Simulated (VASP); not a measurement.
# Nb (I4/mmm) in VASP: notebook, part 2 of 2

VASP 6.6.1. Earlier steps stand in the parts before.

## 4. Single point, r2SCAN (strain +0.050 along x and y, -0.050 along z)

Input file POSCAR:

```
Nb
1.0
    0.0000000000      2.2207500000      2.0092500000
    2.2207500000      0.0000000000      2.0092500000
    2.2207500000      2.2207500000      0.0000000000
Nb
1
Direct
    0.0000000000      0.0000000000      0.0000000000
```

Input file INCAR.step1:

```
PREC     = Accurate       # precision mode
ENCUT    = 520            # plane-wave cutoff, eV
ISMEAR   = 0              # smearing method
SIGMA    = 0.15           # smearing width, eV
LREAL    = F              # projectors in reciprocal space
LASPH    = T              # aspherical terms in the spheres
NELM     = 60             # most SCF steps
NBANDS   = 12             # bands
GGA      = PE             # functional
ALGO     = Normal         # electronic algorithm
EDIFF    = 1E-4           # SCF threshold, eV
LWAVE    = T              # write WAVECAR
LCHARG   = F              # write CHGCAR
```

Input file INCAR.step2:

```
PREC     = Accurate       # precision mode
ENCUT    = 520            # plane-wave cutoff, eV
EDIFF    = 1E-6           # SCF threshold, eV
ISMEAR   = 0              # smearing method
SIGMA    = 0.15           # smearing width, eV
LREAL    = F              # projectors in reciprocal space
LASPH    = T              # aspherical terms in the spheres
NELM     = 60             # most SCF steps
ALGO     = Normal         # electronic algorithm
ISIF     = 2              # what is computed and relaxed
LWAVE    = F              # write WAVECAR
LCHARG   = F              # write CHGCAR
METAGGA  = R2SCAN         # meta-GGA
LMIXTAU  = T            
NBANDS   = 12             # bands
ISTART   = 1
```

Input file KPOINTS:

```
regular mesh
0
Gamma
  20 20 20
```

Potentials or basis: VASP PAW PBE potentials, release 64 (Nb_sv).

Started as:

```
$ cat potpaw_PBE.64/Nb_sv/POTCAR > POTCAR
$ cp INCAR.step1 INCAR
$ mpirun -np 1 vasp_std > vasp.out
$ cp INCAR.step2 INCAR
$ mpirun -np 1 vasp_std > vasp.out
```

OUTCAR:

```text
PREC = Accurate
   ENCUT = 520
   EDIFF = 1E-6
   ISMEAR = 0
   LREAL = F
   LASPH = T
   NELM = 60
   ISIF = 2
   METAGGA = R2SCAN
   ISTART = 1

 ion  position               nearest neighbor table
   1  0.000  0.000  0.000-

  LATTYP: Found a body centered tetragonal cell.
 ALAT       =     3.1406147686
 C/A-ratio  =     1.2795265564

  Lattice vectors:

 A1 = (   0.0000000000,  -2.2207500000,  -2.0092500000)
 A2 = (   0.0000000000,   2.2207500000,  -2.0092500000)
 A3 = (   2.2207500000,   0.0000000000,   2.0092500000)

Analysis of symmetry for initial positions (statically):
=====================================================================
 Subroutine PRICEL returns:
 Original cell was already a primitive cell.

 Routine SETGRP: Setting up the symmetry group for a
 body centered tetragonal supercell.

 Subroutine GETGRP returns: Found 16 space group operations
 (whereof 16 operations were pure point group operations)
 out of a pool of 16 trial point group operations.

The static configuration has the point symmetry D_4h.

Analysis of symmetry for dynamics (positions and initial velocities):
[... 158 lines left out ...]

 val. band max:       10.1216274400   @ k =   0.3000  -0.0000   0.0500
 cond. band min:      10.1235643260   @ k =   0.5000   0.1500   0.0500
 fundamental gap:      0.0019368860
 Fermi energy:        10.1229177905

 k-point     1 :       0.0000    0.0000    0.0000
  band No.  band energies     occupation
      1     -46.4654      2.00000
      2     -21.1941      2.00000
      3     -21.1941      2.00000
      4     -21.1917      2.00000
      5       3.7518      2.00000
      6      10.0868      1.26653
      7      10.0868      1.26652
      8      11.2277      0.00000
      9      12.2205      0.00000
     10      13.6236      0.00000
     11      22.5685      0.00000
     12      26.3927      0.00000
[... 331 lines left out ...]
 k-point    24 :      -0.3500    0.0500    0.0000
  band No.  band energies     occupation
      1     -46.3222      2.00000
      2     -22.0764      2.00000
      3     -21.3632      2.00000
      4     -21.2820      2.00000
      5       6.3913      2.00000
      6       9.9263      1.93623
      7      10.0570      1.46588
      8      11.0822      0.00000
      9      13.8583      0.00000
     10      14.3015      0.00000
     11      21.7340      0.00000
     12      23.6801      0.00000

 [... further k-points ...]
[... 5 lines left out ...]
  --------------------------------------------------------------------------------------
  -------------------------------------------------------------------------------------
  Total       -0.6754090     -0.6754090     -2.5707322      0.0000000      0.0000000      0.0000000
  in kB      -54.6027015    -54.6027015   -207.8280226      0.0000000      0.0000000      0.0000000
  external PRESSURE =    -105.6778086 kB  Pullay stress =       0.0000000 kB

 VOLUME and BASIS-vectors are now :
 -----------------------------------------------------------------------------
  energy-cutoff  :      520.00
  volume of cell :       19.82
      direct lattice vectors                 reciprocal lattice vectors
     0.000000000  2.220750000  2.009250000    -0.225149161  0.225149161  0.248849073
     2.220750000  0.000000000  2.009250000     0.225149161 -0.225149161  0.248849073
     2.220750000  2.220750000  0.000000000     0.225149161  0.225149161 -0.248849073

 POSITION                                       TOTAL-FORCE (eV/Angst)
 -----------------------------------------------------------------------------------
      0.00000      0.00000      0.00000         0.000000      0.000000      0.000000
 -----------------------------------------------------------------------------------
    total drift:                                0.000000     -0.000000      0.000000

  FREE ENERGIE OF THE ION-ELECTRON SYSTEM (eV)
  ---------------------------------------------------
  free  energy   TOTEN  =       -24.5635758989 eV

  energy  without entropy=      -24.5475887982  energy(sigma->0) =      -24.55558235
```

OSZICAR.step1:

```text
N       E                     dE             d eps       ncg     rms          rms(c)
DAV:   1     0.115075418358E+03    0.11508E+03   -0.71927E+03 15408   0.106E+03
DAV:   2    -0.554742921832E+01   -0.12062E+03   -0.11647E+03 16684   0.383E+02
DAV:   3    -0.101351621638E+02   -0.45877E+01   -0.43726E+01 22124   0.648E+01
DAV:   4    -0.104531178314E+02   -0.31796E+00   -0.31558E+00 22140   0.155E+01
DAV:   5    -0.104635184686E+02   -0.10401E-01   -0.10397E-01 22404   0.237E+00    0.622E+00
DAV:   6    -0.100002774804E+02    0.46324E+00   -0.72163E-01 24620   0.104E+01    0.215E+00
DAV:   7    -0.994604487940E+01    0.54233E-01   -0.20233E-01 25372   0.544E+00    0.100E+00
DAV:   8    -0.995009971792E+01   -0.40548E-02   -0.12375E-02 18664   0.144E+00    0.544E-02
DAV:   9    -0.995012707324E+01   -0.27355E-04   -0.92418E-04 26088   0.341E-01
   1 F= -.99501271E+01 E0= -.99416048E+01  d E =-.170445E-01
```

Wall time 18 min (1 thread of AMD EPYC 7R43 (Zen 3), shared host); peak memory 0.22 GiB.

Results:

| Item | Value |
| --- | --- |
| Free energy | -24.5636 eV |
| Pressure | -10.6 GPa |

Levels at points of the mesh, in eV from the Fermi level:
| k point | band 4 | band 5 | band 6 | band 7 | band 8 | band 9 |
| --- | --- | --- | --- | --- | --- | --- |
| (0.00, 0.00, 0.00) | -31.31 | -6.37 | -0.04 | -0.04 | 1.10 | 2.10 |
| (0.50, 0.00, 0.00) | -31.38 | -3.75 | -0.49 | 0.89 | 1.19 | 4.36 |
| (0.50, 0.50, 0.00) | -31.81 | -3.80 | -3.26 | 4.69 | 4.70 | 5.15 |
| (0.50, 0.00, 0.50) | -31.55 | -3.84 | -3.00 | 2.82 | 4.62 | 4.69 |

Caveat: the cell differs from its parent crystal (strain +0.050 along x and y, -0.050 along z); the PAW data sets were made with another functional, which shifts forces and pressure a little.

## 5. Summary

| cell | gap on the mesh (eV) | pressure (GPa) |
| --- | --- | --- |
| a = 2.956, b = 2.956, c = 3.066 Å, angles 58.8, 58.8, 62.5°, 1 atom | none | -3.1 |
| a = 2.992, b = 2.992, c = 3.066 Å, angles 59.2, 59.2, 61.6°, 1 atom | none | -6.5 |
| a = 2.995, b = 2.995, c = 3.141 Å, angles 58.4, 58.4, 63.2°, 1 atom | none | -10.6 |

Alike in all rows: task single point; level r2SCAN; potentials or basis VASP PAW PBE potentials, release 64 (Nb_sv); no spin polarisation; k mesh 20 × 20 × 20; cutoff (eV) 520; smearing gaussian 0.15 eV.

Caveats: the PAW data sets were made with another functional, which shifts forces and pressure a little.

Total energies depend on the potentials used, so only differences within one code and one set of settings carry meaning.
